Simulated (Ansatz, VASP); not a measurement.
**Two plane-wave programs on Ba**

```
CELL_PARAMETERS angstrom
0.00000 4.17013 4.17013
4.17013 0.00000 4.17013
4.17013 4.17013 0.00000
ATOMIC_POSITIONS crystal
Ba 0.87500 0.87500 0.87500
Ba 0.12500 0.12500 0.12500
```

Alike in both runs: task relaxation of cell and atoms; functional PBEsol; k mesh 9 × 9 × 9; occupations fermi-dirac, width 0.05 eV; no spin polarisation.

|  | VASP | Ansatz |
| --- | --- | --- |
| version | VASP 6.6.1 | Ansatz 0.2.0 |
| potentials or method | VASP PAW PBE potentials, release 64 (Ba_sv) | PAW with Ansatz's default frozen-core files, scalar-relativistic |
| plane-wave cutoff (eV) | 600 | 420 |
| valence electrons in the cell | 20 | 20 |

```csv
,VASP,Ansatz,Ansatz less VASP
relaxed volume (Å³/atom),53.25,50.84,-2.409
relaxed length of the cell vector where the two differ most in proportion (Å),5.321,5.239,-0.0815
```

VASP's potentials were made for PBE, not for PBEsol.

Spin-orbit coupling is off throughout. Noted on VASP's run: the volume moved by over 15 % at a fixed basis, so the end points are rough.
